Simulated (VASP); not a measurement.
The system is SnH7.

```xyz
8
Lattice="0.0000 3.4877 3.4877 3.4877 0.0000 3.4877 3.4877 3.4877 0.0000" Properties=species:S:1:pos:R:3 pbc="T T T"
Sn    1.7439    1.7439    1.7439
H     2.7287    3.4877    3.4877
H     4.2468    3.4877    3.4877
H     3.4877    2.7287    3.4877
H     3.4877    4.2468    3.4877
H     3.4877    3.4877    2.7287
H     3.4877    3.4877    4.2468
H     5.2316    5.2316    5.2316
```

The cell was generated, and may not be a known phase.

- Program: VASP 6.6.1
- Task: relaxation of cell and atoms
- Functional: PBE
- Potentials or basis: VASP PAW PBE potentials, release 64 (Sn_d, H)
- Cutoff: 600 eV
- k mesh: 4 × 4 × 4
- Occupations: gaussian, width 0.1 eV
- Spin: no spin polarisation

At the start: pressure 5.0 GPa; volume 10.61 Å³/atom.

Task: Where does the relaxation end?

Result: Over 10 steps the energy falls by 281.0 meV/atom and the volume is 8.28 Å³/atom (-21.9 %); space group F-43m (No. 216, to 0.1 Å) before and after.

Step by step:
```
step  energy change (eV)  largest force (eV/Å)  pressure (GPa)  volume (Å³)
   1              0.0000                4.1071            4.98        84.85
   2             -1.7745                0.1615           -5.94        88.97
   3             -1.7966                0.1462           -4.99        88.38
   4             -1.7969                0.1050           -5.14        88.45
   5             -1.9321                0.1195           -4.50        84.23
   6             -2.1666                0.1630           -2.27        74.49
   7             -2.0525                0.3455            8.05        57.33
   8             -2.2293                0.2448            0.17        68.20
   9             -2.2315                0.2566            0.80        66.79
  10             -2.2479                0.0280            0.01        66.27
```

Final structure:
```
CELL_PARAMETERS angstrom
0.00000 3.21197 3.21197
3.21197 0.00000 3.21197
3.21197 3.21197 0.00000
ATOMIC_POSITIONS crystal
Sn 0.25000 0.25000 0.25000
H 0.64648 0.35352 0.35352
H 0.35352 0.64648 0.64648
H 0.35352 0.64648 0.35352
H 0.64648 0.35352 0.64648
H 0.35352 0.35352 0.64648
H 0.64648 0.64648 0.35352
H 0.75000 0.75000 0.75000
```

Caveat: the k points lie up to 0.42 Å⁻¹ apart in the final cell, too coarse for converged energies and pressures of a metal; the volume moved by over 15 % at a fixed basis, so the end points are rough.
